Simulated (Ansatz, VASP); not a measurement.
**Two plane-wave programs on Ir**

```xyz
2
Lattice="0.0000 2.7386 2.7386 2.7386 0.0000 2.7386 2.7386 2.7386 0.0000" Properties=species:S:1:pos:R:3 pbc="T T T"
Ir    0.6846    0.6846    0.6846
Ir    4.7925    4.7925    4.7925
```

Alike in both runs: functional LDA; k mesh 10 × 10 × 10; occupations fermi-dirac, width 0.1 eV; no spin polarisation.

Ansatz relaxed the structure, and its values are those at the end. VASP's run is a single point on that final structure, the one shown.

```csv
,VASP,Ansatz
version,VASP 6.6.1,Ansatz 0.2.0
potentials or method,"VASP PAW LDA potentials, release 64 (Ir), cutoff 520 eV","plane waves (420 eV) with PAW, scalar-relativistic"
valence electrons in the cell,18,34
```

Ansatz gave:

* pressure (GPa): 0.0

**Question.** What did VASP give for the same quantities?

**Answer.** Pressure (GPa): 0.2.

Ansatz warns that its potentials were made for another functional, while VASP's fit it. LDA's correlation is that of Perdew and Zunger in VASP and of Perdew and Wang (1992) in Ansatz. VASP's potentials hold 18 valence electrons a cell and Ansatz's 34, so a difference there can come from the potentials and not from the codes.

Spin-orbit coupling is off throughout.
